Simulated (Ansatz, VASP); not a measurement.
One calculation of Ga, two programs

The input INCAR:

```
PREC = Accurate
ENCUT = 600
EDIFF = 1E-6
ISMEAR = 0
SIGMA = 0.1
LREAL = False
LASPH = True
NELM = 100
ALGO = Normal
ISIF = 3
LWAVE = False
LCHARG = False
GGA = PE
IBRION = 2
NSW = 90
EDIFFG = -0.04
```

The input KPOINTS:

```
regular mesh
0
Gamma
  6 6 6
```

Contents of POSCAR:

```
Ga
1.0
    5.0119312364      0.0000000000      0.0000000000
   -2.5059656182      4.3404597727      0.0000000000
    0.0000000000      0.0000000000      3.0725317580
Ga
3
Direct
    0.0000000000      0.0000000000      0.0000000000
    0.3333333333      0.6666666667      0.5000000000
    0.6666666667      0.3333333333      0.5000000000
```

Input for Ansatz:

```yaml
crystal:
  lattice:
    - [5.0119312364, 0.0, 0.0]
    - [-2.5059656182, 4.3404597727, 0.0]
    - [0.0, 0.0, 3.072531758]
  atoms:
    - { symbol: Ga, position: [0.0, 0.0, 0.0] }
    - { symbol: Ga, position: [0.3333333333, 0.6666666667, 0.5] }
    - { symbol: Ga, position: [0.6666666667, 0.3333333333, 0.5] }
basis:
  ecutwfc: 420
kpoints:
  mp_grid: { grid: [6, 6, 6] }
hamiltonian:
  xc: pbe
scf:
  occupations: { method: gaussian, width: 0.1 }
  lower_state_search: "off"
output:
  forces: true
  stress: true
  eigenvalues: true
relax:
  adjacent_minimum: "off"
  f_tol: 0.04
  max_steps: 70
  cell: { stress_tol: 0.4 }
```

Alike in both runs: task relaxation of cell and atoms; functional PBE; k mesh 6 × 6 × 6; occupations gaussian, width 0.1 eV; no spin polarisation.

|  | VASP | Ansatz |
| --- | --- | --- |
| version | VASP 6.6.1 | Ansatz 0.2.0 |
| potentials or method | VASP PAW PBE potentials, release 64 (Ga_d), cutoff 600 eV | scalar-relativistic, plane waves, PAW |
| valence electrons in the cell | 39 | 39 |

Ansatz gave:

```
gap on the k mesh at the Fermi level, each at its own relaxed structure (eV) : none
relaxed volume (Å³/atom)                                                     : 19.17
relaxed cell length with the largest relative difference (Å)                 : 2.881
```

Task: Estimate VASP's values.

Result: gap on the k mesh at the Fermi level, each at its own relaxed structure (eV): none; relaxed volume (Å³/atom): 19.18; relaxed cell length with the largest relative difference (Å): 2.881.

A gap of «none» marks a metal or a gap that the smearing closes.
